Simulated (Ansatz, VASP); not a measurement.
Two plane-wave programs on Si2W

```
CELL_PARAMETERS angstrom
-1.54934 1.54934 4.10761
1.54934 -1.54934 4.10761
1.54934 1.54934 -4.10761
ATOMIC_POSITIONS crystal
Si 0.35611 0.35611 0.00000
Si 0.64389 0.64389 0.00000
W 0.00000 0.00000 0.00000
```

Alike in both runs: task single point; functional LDA; k mesh 18 × 18 × 18; occupations gaussian, width 0.15 eV; no spin polarisation.

|  | VASP | Ansatz |
| --- | --- | --- |
| version | VASP 6.6.1 | Ansatz 0.2.0 |
| potentials or method | VASP PAW LDA potentials, release 64 (Si, W_sv), cutoff 520 eV | scalar-relativistic, plane waves, PAW |
| valence electrons in the cell | 22 | 22 |

|  | VASP | Ansatz | Ansatz less VASP |
| --- | --- | --- | --- |
| gap on the k mesh at the Fermi level (eV) | none | none | - |
| pressure (GPa) | 12.3 | 11.5 | -0.79 |
| traceless stress, the component that is largest in VASP (GPa) | -13.49 | -13.22 | +0.274 |
| rms of the force components (eV/Å) | 1.613 | 1.601 | -0.0125 |

Ansatz warns that its potentials were made for another functional, while VASP's fit it. LDA's correlation is that of Perdew and Zunger in VASP and of Perdew and Wang (1992) in Ansatz. Atom by atom the forces differ by 0.012 eV/Å (rms over components). A gap of «none» marks a metal or a gap that the smearing closes.

Spin-orbit coupling is off throughout.
